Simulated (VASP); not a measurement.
InAs:

```xyz
2
Lattice="0.0000 3.0943 3.0943 3.0943 0.0000 3.0943 3.0943 3.0943 0.0000" Properties=species:S:1:pos:R:3 pbc="T T T"
In    0.0000    0.0000    0.0000
As    1.5472    1.5472    1.5472
```

| Quantity | Value |
| --- | --- |
| Program | VASP 6.6.1 |
| Task | relaxation of cell and atoms |
| Functional | PBEsol |
| Potentials or basis | VASP PAW PBE potentials, release 64 (In_d, As) |
| Cutoff | 600 eV |
| k mesh | 6 × 6 × 6 |
| Occupations | fermi-dirac, width 0.02 eV |
| Spin | no spin polarisation |

At the start: pressure -2.3 GPa; volume 29.63 Å³/atom.

**Question.** Where does the relaxation end?

**Answer.** Over 3 steps the energy falls by 10.1 meV/atom and the volume is 28.29 Å³/atom (-4.5 %); space group F-43m (No. 216, to 0.1 Å) before and after.

Step by step:
```tsv
step	energy change (eV)	largest force (eV/Å)	pressure (GPa)	volume (Å³)
1	0.0000	0.0000	-2.32	59.26
2	-0.0176	0.0000	0.97	55.66
3	-0.0202	0.0000	0.03	56.58
```

Final structure:
```yaml
crystal:
  lattice:
    - [0.00000, 3.04699, 3.04699]
    - [3.04699, 0.00000, 3.04699]
    - [3.04699, 3.04699, 0.00000]
  atoms:
    - { symbol: In, position: [0.00000, 0.00000, 0.00000] }
    - { symbol: As, position: [0.25000, 0.25000, 0.25000] }
```

Caveat: the PAW data sets were made with another functional, which shifts forces and pressure a little.
